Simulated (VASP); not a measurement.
# NiO (Fm-3m) in VASP: settings compared

NiO is run at these levels: r2SCAN+U, PBE+U, BLYP; tasks: relaxation of cell and atoms, single point.

Program: VASP 6.6.1. These are calculated values, not measurements. Logs are shortened: lines on timing, memory, paths and dates and some standing lists are left out, and cuts for length are marked.

## (1) The cell of the first run

Symmetry: Fm-3m, No. 225, cubic system. Conventional cell: a = 4.172 Å, b = 4.172 Å, c = 4.172 Å, α = 90.00°, β = 90.00°, γ = 90.00°. Ni (site symmetry m-3m) has 6 O at 2.09 Å within 2.8 Å. Within 2.8 Å of O (site symmetry m-3m) lie 6 Ni at 2.09 Å.

## (2) Relaxation of cell and atoms, r2SCAN+U, collinear spin, ferromagnetic start

The input, POSCAR:

```
NiO
1.0
    0.0000000000      2.0859016414      2.0859016414
    2.0859016414      0.0000000000      2.0859016414
    2.0859016414      2.0859016414      0.0000000000
Ni O
1 1
Direct
    0.0000000000      0.0000000000      0.0000000000
    0.5000000000      0.5000000000      0.5000000000
```

The input, INCAR.step1:

```
SYSTEM = NiO
ALGO     = Normal         ! electronic algorithm
EDIFF    = 1E-4           ! SCF threshold, eV
ENCUT    = 600            ! plane-wave cutoff, eV
GGA      = PE             ! functional
ISMEAR   = -1             ! smearing method
ISPIN    = 2              ! spin polarisation
LASPH    = .True.         ! aspherical terms in the spheres
LCHARG   = .False.        ! write CHGCAR
LDAU     = .True.         ! DFT+U
LDAUJ    = 0 0          
LDAUL    = 2 -1           ! shell
LDAUTYPE = 2            
LDAUU    = 6 0            ! U, eV
LMAXMIX  = 4              ! l up to which the mixer works
LREAL    = .False.        ! projectors in reciprocal space
LWAVE    = .True.         ! write WAVECAR
MAGMOM   = 1 0            ! initial moments
NELM     = 150            ! most SCF steps
PREC     = Accurate       ! precision mode
SIGMA    = 0.05           ! smearing width, eV
```

The input, INCAR.step2:

```
SYSTEM = NiO
ALGO     = Normal         ! electronic algorithm
EDIFF    = 1E-6           ! SCF threshold, eV
EDIFFG   = -0.01          ! ionic threshold
ENCUT    = 600            ! plane-wave cutoff, eV
IBRION   = 2              ! ionic algorithm
ISIF     = 3              ! what is computed and relaxed
ISMEAR   = -1             ! smearing method
ISPIN    = 2              ! spin polarisation
ISTART   = 1            
LASPH    = .True.         ! aspherical terms in the spheres
LCHARG   = .False.        ! write CHGCAR
LDAU     = .True.         ! DFT+U
LDAUJ    = 0 0          
LDAUL    = 2 -1           ! shell
LDAUPRINT= 1            
LDAUTYPE = 2            
LDAUU    = 6 0            ! U, eV
LMAXMIX  = 4              ! l up to which the mixer works
LMIXTAU  = .True.       
LORBIT   = 11             ! projections on sites
LREAL    = .False.        ! projectors in reciprocal space
LWAVE    = .False.        ! write WAVECAR
MAGMOM   = 1 0            ! initial moments
METAGGA  = R2SCAN         ! meta-GGA
NELM     = 150            ! most SCF steps
NSW      = 60             ! ionic steps
PREC     = Accurate       ! precision mode
SIGMA    = 0.05           ! smearing width, eV
```

The input, KPOINTS:

```
k-points
0
Gamma
  11 11 11
  0 0 0
```

Potentials or basis: VASP PAW PBE potentials, release 64 (Ni, O).

Run with:

```console
$ cat potpaw_PBE.64/Ni/POTCAR potpaw_PBE.64/O/POTCAR > POTCAR
$ cp INCAR.step1 INCAR
$ mpirun -np 1 vasp_std > vasp.out
$ cp INCAR.step2 INCAR
$ mpirun -np 1 vasp_std > vasp.out
```

OUTCAR:

```text
SYSTEM = NiO
   EDIFF = 1E-6
   EDIFFG = -0.01
   ENCUT = 600
   IBRION = 2
   ISIF = 3
   ISMEAR = -1
   ISPIN = 2
   ISTART = 1
   LASPH = .True.
   LORBIT = 11
   LREAL = .False.
   METAGGA = R2SCAN
   NELM = 150
   NSW = 60
   PREC = Accurate

 ion  position               nearest neighbor table
   1  0.000  0.000  0.000-   2 2.09   2 2.09   2 2.09   2 2.09   2 2.09   2 2.09
   2  0.500  0.500  0.500-   1 2.09   1 2.09   1 2.09   1 2.09   1 2.09   1 2.09

  LATTYP: Found a face centered cubic cell.
 ALAT       =     4.1718032828

  Lattice vectors:

 A1 = (   0.0000000000,   2.0859016414,   2.0859016414)
 A2 = (   2.0859016414,   0.0000000000,   2.0859016414)
 A3 = (   2.0859016414,   2.0859016414,   0.0000000000)

Analysis of symmetry for initial positions (statically):
=====================================================================
 Subroutine PRICEL returns:
 Original cell was already a primitive cell.

 Routine SETGRP: Setting up the symmetry group for a
 face centered cubic supercell.

 Subroutine GETGRP returns: Found 48 space group operations
 (whereof 48 operations were pure point group operations)
 out of a pool of 48 trial point group operations.

The static configuration has the point symmetry O_h .

Analysis of symmetry for dynamics (positions and initial velocities):
=====================================================================
 Subroutine PRICEL returns:
 Original cell was already a primitive cell.

 Routine SETGRP: Setting up the symmetry group for a
 face centered cubic supercell.

 Subroutine GETGRP returns: Found 48 space group operations
 (whereof 48 operations were pure point group operations)
 out of a pool of 48 trial point group operations.

The dynamic configuration has the point symmetry O_h .

Analysis of structural, dynamic, and magnetic symmetry:
=====================================================================
 Subroutine PRICEL returns:
 Original cell was already a primitive cell.

 Routine SETGRP: Setting up the symmetry group for a
 face centered cubic supercell.

 Subroutine GETGRP returns: Found 48 space group operations
 (whereof 48 operations were pure point group operations)
 out of a pool of 48 trial point group operations.

The overall configuration has the point symmetry O_h .
[... 158 lines left out ...]
  -------------------------------------------------------------------------------------
  Total       -0.2172395     -0.2172395     -0.2172395     -0.0000000      0.0000000      0.0000000
  in kB      -19.1751124    -19.1751124    -19.1751124     -0.0000000      0.0000000      0.0000000
  external PRESSURE =     -19.1751124 kB  Pullay stress =       0.0000000 kB
[... 53 lines left out ...]
  FREE ENERGIE OF THE ION-ELECTRON SYSTEM (eV)
  ---------------------------------------------------
  free  energy   TOTEN  =       -19.0947260734 eV

  energy  without entropy=      -19.0947260734  energy(sigma->0) =      -19.09472607

atom =   1  type =  1  l = 2

 onsite density matrix

spin component  1

  0.9855 -0.0000 -0.0000  0.0000  0.0000
 -0.0000  0.9855  0.0000  0.0000 -0.0000
 -0.0000  0.0000  1.0417  0.0000  0.0000
  0.0000  0.0000  0.0000  0.9855 -0.0000
  0.0000 -0.0000  0.0000 -0.0000  1.0417

spin component  2

  0.9846 -0.0000  0.0000  0.0000 -0.0000
 -0.0000  0.9846 -0.0000  0.0000 -0.0000
  0.0000 -0.0000  0.1177 -0.0000 -0.0000
  0.0000  0.0000 -0.0000  0.9846  0.0000
 -0.0000 -0.0000 -0.0000  0.0000  0.1177

 occupancies and eigenvectors

  o =  0.1177  v =  0.0000  0.0000  0.0000  0.0000  0.0000  0.0000  0.0000  0.0021 -0.0000  1.0000      0.0000  0.0000  0.0000  0.0000  0.0000  0.0000  0.0000  0.0000  0.0000  0.0000
  o =  0.1177  v =  0.0000  0.0000  0.0000  0.0000  0.0000  0.0000 -0.0000  1.0000  0.0000 -0.0021      0.0000  0.0000  0.0000  0.0000  0.0000  0.0000  0.0000  0.0000  0.0000  0.0000
  o =  0.9846  v =  0.0000  0.0000  0.0000  0.0000  0.0000  0.0000  0.0290 -0.0000  0.9996 -0.0000      0.0000  0.0000  0.0000  0.0000  0.0000  0.0000  0.0000  0.0000  0.0000  0.0000
  o =  0.9846  v =  0.0000  0.0000  0.0000  0.0000  0.0000  0.0000  0.9996 -0.0000 -0.0290 -0.0000      0.0000  0.0000  0.0000  0.0000  0.0000  0.0000  0.0000  0.0000  0.0000  0.0000
  o =  0.9846  v =  0.0000  0.0000  0.0000  0.0000  0.0000  1.0000  0.0000  0.0000  0.0000  0.0000      0.0000  0.0000  0.0000  0.0000  0.0000  0.0000  0.0000  0.0000  0.0000  0.0000
  o =  0.9855  v =  0.0000  0.5383  0.0000 -0.8428  0.0000  0.0000  0.0000  0.0000  0.0000  0.0000      0.0000  0.0000  0.0000  0.0000  0.0000  0.0000  0.0000  0.0000  0.0000  0.0000
  o =  0.9855  v =  1.0000  0.0000  0.0000  0.0000  0.0000  0.0000  0.0000  0.0000  0.0000  0.0000      0.0000  0.0000  0.0000  0.0000  0.0000  0.0000  0.0000  0.0000  0.0000  0.0000
  o =  0.9855  v =  0.0000 -0.8428 -0.0000 -0.5383  0.0000  0.0000  0.0000  0.0000  0.0000  0.0000      0.0000  0.0000  0.0000  0.0000  0.0000  0.0000  0.0000  0.0000  0.0000  0.0000
  o =  1.0417  v =  0.0000 -0.0000  0.9996  0.0000 -0.0279  0.0000  0.0000  0.0000  0.0000  0.0000      0.0000  0.0000  0.0000  0.0000  0.0000  0.0000  0.0000  0.0000  0.0000  0.0000
  o =  1.0417  v =  0.0000  0.0000  0.0279  0.0000  0.9996  0.0000  0.0000  0.0000  0.0000  0.0000      0.0000  0.0000  0.0000  0.0000  0.0000  0.0000  0.0000  0.0000  0.0000  0.0000

--------------------------------------- Ionic step        3  -------------------------------------------

 number of electron      15.9999996 magnetization       1.9999999

 Free energy of the ion-electron system (eV)
  ---------------------------------------------------
  ext. energy  EPLUGINS =         0.00000000
  ---------------------------------------------------
  free energy    TOTEN  =       -19.09520463 eV

  energy without entropy =      -19.09520463  energy(sigma->0) =      -19.09520463

 E-fermi :   7.6750     XC(G=0): -13.4746

 val. band max:        6.5851937239   @ k =   0.4545   0.0000   0.0000
 cond. band min:      10.0791711696   @ k =   0.0000   0.0000   0.0000
 fundamental gap:      3.4939774457
 Fermi energy:         7.6749841671

 spin component 1

 k-point     1 :       0.0000    0.0000    0.0000
  band No.  band energies     occupation
      1     -13.2296      1.00000
      2       0.0961      1.00000
      3       0.0964      1.00000
      4       1.4600      1.00000
      5       1.4601      1.00000
      6       1.4601      1.00000
      7       5.2011      1.00000
      8       5.2011      1.00000
      9       5.2011      1.00000
     10      10.0792      0.00000
     11      25.4098      0.00000
     12      25.4098      0.00000
[... 786 lines left out ...]
  FREE ENERGIE OF THE ION-ELECTRON SYSTEM (eV)
  ---------------------------------------------------
  free  energy   TOTEN  =       -19.0952046331 eV

  energy  without entropy=      -19.0952046331  energy(sigma->0) =      -19.09520463

 reached required accuracy - stopping structural energy minimisation

 total charge

# of ion       s       p       d       tot
------------------------------------------
    1        0.346   0.441   8.201   8.989
    2        1.548   3.536   0.000   5.084
--------------------------------------------------
tot          1.894   3.978   8.201  14.073

 magnetization (x)

# of ion       s       p       d       tot
------------------------------------------
    1        0.014   0.014   1.848   1.875
    2        0.016   0.119   0.000   0.135
--------------------------------------------------
tot          0.030   0.132   1.848   2.010
```

Run time: 4.3 min. Hardware: 1 thread of Intel Xeon 8259CL, shared host; peak memory 0.18 GiB.

What came out:

```
Free energy                                           : -19.0952 eV
Relaxed volume                                        : 8.99 Å³/atom
Relaxed cell                                          : a = 2.941 Å, b = 2.941 Å, c = 2.941 Å, α = 60.00°, β = 60.00°, γ = 60.00°
Space group after relaxing (to 0.1 Å)                 : Fm-3m (No. 225)
Energy gained by relaxing                             : 0.5 meV/atom
Ionic steps                                           : 3
Pressure after relaxing                               : 0.0 GPa
Band gap on the k mesh                                : 3.49 eV (least direct gap 4.51 eV)
Net moment                                            : 2.00 μB per cell
Site moments                                          : Ni +1.88; O +0.14 μB
Valence electrons inside the program's atomic spheres : Ni 8.99; O 5.08
```

The path:
```tsv
step	energy change (eV)	largest force (eV/Å)	pressure (GPa)	volume (Å³)
1	0.0000	0.0000	-1.92	18.15
2	-0.0005	0.0000	1.31	17.87
3	-0.0010	0.0000	-0.04	17.98
```

Final structure:
```cif
data_structure
_symmetry_space_group_name_H-M 'P 1'
_symmetry_Int_Tables_number 1
_cell_length_a 2.9408
_cell_length_b 2.9408
_cell_length_c 2.9408
_cell_angle_alpha 60.000
_cell_angle_beta 60.000
_cell_angle_gamma 60.000
_cell_volume 17.98
loop_
_atom_site_label
_atom_site_type_symbol
_atom_site_fract_x
_atom_site_fract_y
_atom_site_fract_z
_atom_site_occupancy
Ni1 Ni 0.00000 0.00000 0.00000 1
O1 O 0.50000 0.50000 0.50000 1
```

Eigenvalues of the final occupation matrices:
```
    site  spin  trace               eigenvalues
site 1 d     1   5.04  0.99 0.99 0.99 1.04 1.04
site 1 d     2   3.19  0.12 0.12 0.98 0.98 0.98
```

Caveat: the PAW data sets were made with another functional, which shifts forces and pressure a little; an odd mesh through Γ misses points on the zone boundary, where band edges can lie; a cell with one magnetic atom can't hold antiferromagnetic order, which such compounds often take.

## (3) Single point, PBE+U, collinear spin, ferromagnetic start

The input, INCAR:

```
SYSTEM = NiO
  PREC = Accurate
  ENCUT = 700
  EDIFF = 1E-6
  ISMEAR = 1
  SIGMA = 0.05
  LREAL = .False.
  LASPH = .True.
  NELM = 200
  ALGO = Normal
  ISIF = 2
  LWAVE = .False.
  LCHARG = .False.
  ISPIN = 2
  MAGMOM = 1.91 0.21
  LORBIT = 11
  LMAXMIX = 4
  LDAU = .True.
  LDAUTYPE = 2
  LDAUL = 2 -1
  LDAUU = 7 0
  LDAUJ = 0 0
  LDAUPRINT = 1
  GGA = PE
  NBANDS = 23
  GGA_COMPAT = .False.
```

The input, KPOINTS:

```
regular mesh
0
Gamma
  11 11 11
  0 0 0
```

The input, POSCAR:

```
NiO
1.0
    0.0000000000      2.0859016400      2.0859016400
    2.0859016400      0.0000000000      2.0859016400
    2.0859016400      2.0859016400      0.0000000000
Ni O
1 1
Direct
    0.0000000000      0.0000000000      0.0000000000
    0.5000000000      0.5000000000      0.5000000000
```

Potentials or basis: VASP PAW PBE potentials, release 64 (Ni_sv_GW, O).

Run with:

```console
$ cat potpaw_PBE.64/Ni_sv_GW/POTCAR potpaw_PBE.64/O/POTCAR > POTCAR
$ mpirun -np 1 vasp_std > vasp.out
```

OUTCAR:

```text
SYSTEM = NiO
   PREC = Accurate
   ENCUT = 700
   EDIFF = 1E-6
   ISMEAR = 1
   LREAL = .False.
   LASPH = .True.
   NELM = 200
   ISIF = 2
   ISPIN = 2
   LORBIT = 11
   GGA = PE

 ion  position               nearest neighbor table
   1  0.000  0.000  0.000-   2 2.09   2 2.09   2 2.09   2 2.09   2 2.09   2 2.09
   2  0.500  0.500  0.500-   1 2.09   1 2.09   1 2.09   1 2.09   1 2.09   1 2.09

  LATTYP: Found a face centered cubic cell.
 ALAT       =     4.1718032800

  Lattice vectors:

 A1 = (   0.0000000000,   2.0859016400,   2.0859016400)
 A2 = (   2.0859016400,   0.0000000000,   2.0859016400)
 A3 = (   2.0859016400,   2.0859016400,   0.0000000000)

Analysis of symmetry for initial positions (statically):
=====================================================================
 Subroutine PRICEL returns:
 Original cell was already a primitive cell.

[... 235 lines left out ...]
      4     -58.0847      1.00000
      5     -12.8925      1.00000
      6       0.3374      1.00000
[... 1241 lines left out ...]
     22      38.5692      0.00000
     23      38.7368      0.00000

 [... further k-points ...]

------------------------ aborting loop because EDIFF is reached ----------------------------------------

  FORCE on cell =-STRESS in cart. coord.  units (eV):
  Direction    XX          YY          ZZ          XY          YZ          ZX
  --------------------------------------------------------------------------------------
  -------------------------------------------------------------------------------------
  Total        1.3774418      1.3774418      1.3774418      0.0000000     -0.0000000     -0.0000000
  in kB      121.5828616    121.5828616    121.5828616      0.0000000     -0.0000000     -0.0000000
  external PRESSURE =     121.5828616 kB  Pullay stress =       0.0000000 kB

 VOLUME and BASIS-vectors are now :
 -----------------------------------------------------------------------------
  energy-cutoff  :      700.00
  volume of cell :       18.15
      direct lattice vectors                 reciprocal lattice vectors
     0.000000000  2.085901640  2.085901640    -0.239704495  0.239704495  0.239704495
     2.085901640  0.000000000  2.085901640     0.239704495 -0.239704495  0.239704495
     2.085901640  2.085901640  0.000000000     0.239704495  0.239704495 -0.239704495

 POSITION                                       TOTAL-FORCE (eV/Angst)
 -----------------------------------------------------------------------------------
      0.00000      0.00000      0.00000         0.000000      0.000000     -0.000000
      2.08590      2.08590      2.08590        -0.000000     -0.000000      0.000000
 -----------------------------------------------------------------------------------
    total drift:                               -0.000000      0.000000      0.000000

  FREE ENERGIE OF THE ION-ELECTRON SYSTEM (eV)
  ---------------------------------------------------
  free  energy   TOTEN  =        -9.9824715432 eV

  energy  without entropy=       -9.9825310179  energy(sigma->0) =       -9.98249137

 total charge

# of ion       s       p       d       f       tot
--------------------------------------------------
    1        2.162   6.232   7.714   0.010  16.119
    2        1.544   3.510   0.000   0.000   5.053
--------------------------------------------------
tot          3.706   9.742   7.714   0.010  21.172

 magnetization (x)

# of ion       s       p       d       f       tot
--------------------------------------------------
    1        0.010   0.013   1.781   0.001   1.805
    2        0.022   0.138   0.000   0.000   0.160
--------------------------------------------------
tot          0.031   0.151   1.781   0.001   1.964
```

stdout:

```text
POSCAR found type information on POSCAR NiO
 POSCAR found :  2 types and       2 ions
 scaLAPACK will be used
 LDA part: xc-table for (Slater+PW92), standard interpolation
 POSCAR, INCAR and KPOINTS ok, starting setup
 FFT: planning ... GRIDC
 FFT: planning ... GRID_SOFT
 FFT: planning ... GRID
 WAVECAR not read
 entering main loop
```

It took 1.8 min on 1 thread of Intel Xeon Platinum 8175M at 2.50GHz (Skylake/Cascade Lake), shared host; peak memory 0.22 GiB.

Results:

* Free energy: -9.9825 eV
* Pressure: 12.2 GPa
* Band gap on the k mesh: 2.47 eV (least direct gap 3.79 eV)
* Net moment: 2.00 μB per cell
* Site moments: Ni +1.80; O +0.16 μB
* Valence electrons inside the program's atomic spheres: Ni 16.12; O 5.05

Eigenvalues of the final occupation matrices:
| site | spin | trace | eigenvalues |
| --- | --- | --- | --- |
| site 1 d | 1 | 4.76 | 0.94 0.94 0.94 0.97 0.97 |
| site 1 d | 2 | 2.98 | 0.09 0.09 0.93 0.93 0.93 |

Caveat: the cell stands under pressure; an odd mesh through Γ misses points on the zone boundary, where band edges can lie; a cell with one magnetic atom can't hold antiferromagnetic order, which such compounds often take. The state reached can hang on the start; a lower one may exist.

(Continued in part 2 of 2.)
